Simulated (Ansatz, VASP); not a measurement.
# Two plane-wave programs on Ge2H

```
CELL_PARAMETERS angstrom
4.02269 0.00000 0.00000
-2.01134 3.48375 0.00000
0.00000 0.00000 17.68426
ATOMIC_POSITIONS crystal
Ge 0.33333 0.66667 0.26488
Ge 0.66667 0.33333 0.22619
H 0.33333 0.66667 0.38194
```

Alike in both runs: task single point; functional PBE; dispersion D3(BJ); k mesh 9 × 9 × 1; occupations gaussian, width 0.1 eV; collinear spin.

|  | VASP | Ansatz |
| --- | --- | --- |
| version | VASP 6.6.1 | Ansatz 0.2.0 |
| potentials or method | VASP PAW PBE potentials, release 64 (Ge_d, H), cutoff 520 eV | scalar-relativistic, plane waves, PAW |
| valence electrons in the cell | 29 | 29 |

```tsv
	VASP	Ansatz	Ansatz less VASP
gap on the k mesh at the Fermi level (eV)	0.41	0.41	-0.006
least direct gap on the mesh (eV)	0.41	0.41	-0.006
rms of the force components (eV/Å)	0.973	0.972	-0.0004
net moment per atom (μB)	0.33	0.33	0.000
size of the moment on the site where the two differ most (μB)	0.14	0.25	+0.105
```

Site moments also hang on the region over which each program counts them. Atom by atom the forces differ by 0.000 eV/Å (rms over components). Ansatz's warnings: stability check not made.
